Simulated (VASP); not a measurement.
Mo, 5 atoms in the cell. The cell holds a slab with vacuum, 5 atoms: a = 2.737 Å, b = 2.737 Å, c = 24.940 Å, α = 90.00°, β = 90.00°, γ = 109.47°. 

- Program: VASP 6.6.1
- Task: single point
- Functional: PBE
- Potentials or basis: VASP PAW PBE potentials, release 64 (Mo_sv)
- Cutoff: 520 eV
- k mesh: 13 × 13 × 1
- Occupations: fermi-dirac, width 0.1 eV
- Spin: no spin polarisation
- Dipole correction: yes
- Further INCAR settings: ALGO = Normal; EDIFF = 1e-06; NBANDS = 43

Potentials or basis: VASP PAW PBE potentials, release 64 (Mo_sv).

Run with:

```bash
$ cat potpaw_PBE.64/Mo_sv/POTCAR > POTCAR
$ mpirun -np 1 vasp_std > vasp.out
```

Hardware: 1 thread of Intel(R) Xeon(R) Platinum 8488C (Sapphire Rapids), on a shared host.

Task: How long does it take, and how much memory?

Result: It took 7.7 min on 1 thread of Intel(R) Xeon(R) Platinum 8488C (Sapphire Rapids), with other jobs on the host, peak memory 0.4 GiB. Counts: scf iterations 26, k points 49.
